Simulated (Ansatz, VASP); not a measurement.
## Two plane-wave programs on Al

```
Al
1.0
     3.55893    2.05475    6.47594
    -3.55893    2.05475    6.47594
     0.00000   -4.10950    6.47594
Al
12
Direct
  0.02025 0.64123 0.02025
  0.02025 0.02025 0.64123
  0.64123 0.02025 0.02025
  0.97975 0.35877 0.97975
  0.35877 0.97975 0.97975
  0.97975 0.97975 0.35877
  0.22856 0.61769 0.22856
  0.22856 0.22856 0.61769
  0.61769 0.22856 0.22856
  0.77144 0.38231 0.77144
  0.38231 0.77144 0.77144
  0.77144 0.77144 0.38231
```

Alike in both runs: functional PBE; k mesh 6 × 6 × 6; occupations gaussian, width 0.1 eV; no spin polarisation.

Ansatz relaxed the structure, and its values are those at the end. VASP's run is a single point on that final structure, the one shown.

|  | VASP | Ansatz |
| --- | --- | --- |
| version | VASP 6.6.1 | Ansatz 0.2.0 |
| potentials or method | VASP PAW PBE potentials, release 64 (Al), cutoff 520 eV | scalar-relativistic, plane waves, PAW |
| valence electrons in the cell | 36 | 36 |

```csv
,VASP,Ansatz,Ansatz less VASP
gap on the k mesh at the Fermi level (eV),none,none,-
pressure (GPa),0.0,0.0,+0.03
```

A gap of «none» marks a metal or a gap that the smearing closes.
